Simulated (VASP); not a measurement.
Write the native input for VASP 6.6.1 that does the following.

```
Task                   : relaxation of cell and atoms
Functional             : PBEsol
Potentials or basis    : VASP PAW PBE potentials, release 64 (Ru_pv)
Cutoff                 : 500 eV
k mesh                 : 8 × 8 × 8
Occupations            : gaussian, width 0.1 eV
Spin                   : no spin polarisation
Dipole correction      : no
Further INCAR settings : ALGO = Normal; EDIFF = 1e-07; IBRION = 2; EDIFFG = -0.04; NSW = 90; ISIF = 3
```

The structure of Ru lies in POSCAR:

```
Ru
1.0
    0.0000000000      1.8956891339      1.8956891339
    1.8956891339      0.0000000000      1.8956891339
    1.8956891339      1.8956891339      0.0000000000
Ru
1
Direct
    0.0000000000      0.0000000000      0.0000000000
```

The input as run:

INCAR

```
  PREC = Accurate
  ENCUT = 500
  EDIFF = 1E-7
  ISMEAR = 0
  SIGMA = 0.1
  LREAL = F
  LASPH = T
  NELM = 120
  ALGO = Normal
  ISIF = 3
  LWAVE = F
  LCHARG = F
  GGA = PS
  IBRION = 2
  NSW = 90
  EDIFFG = -0.04
  GGA_COMPAT = F
  NELMIN = 4
```

KPOINTS

```
Automatic mesh
0
Gamma
  8 8 8
```

Potentials or basis: VASP PAW PBE potentials, release 64 (Ru_pv).

Run with:

```bash
$ cat potpaw_PBE.64/Ru_pv/POTCAR > POTCAR
$ mpirun -np 1 vasp_std > vasp.out
```

It gave:

```json
{
  "Relaxed volume": "13.34 Å³/atom",
  "Relaxed cell": "a = 2.662 Å, b = 2.662 Å, c = 2.662 Å, α = 60.00°, β = 60.00°, γ = 60.00°",
  "Space group after relaxing (to 0.05 Å)": "Fm-3m (No. 225)",
  "Energy gained by relaxing": "6.4 meV/atom",
  "Ionic steps": "3",
  "Pressure after relaxing": "-0.2 GPa",
  "Band gap on the k mesh": "zero (band 7 reaches 15.29 eV, above the bottom of band 8 at 12.04 eV)"
}
```

Caveat: the PAW data sets were made with another functional, which shifts forces and pressure a little.

Wall time 16 s on 1 thread of Intel(R) Xeon(R) Platinum 8375C CPU @ 2.90GHz (Ice Lake), on a shared host, peak memory 0.13 GiB.
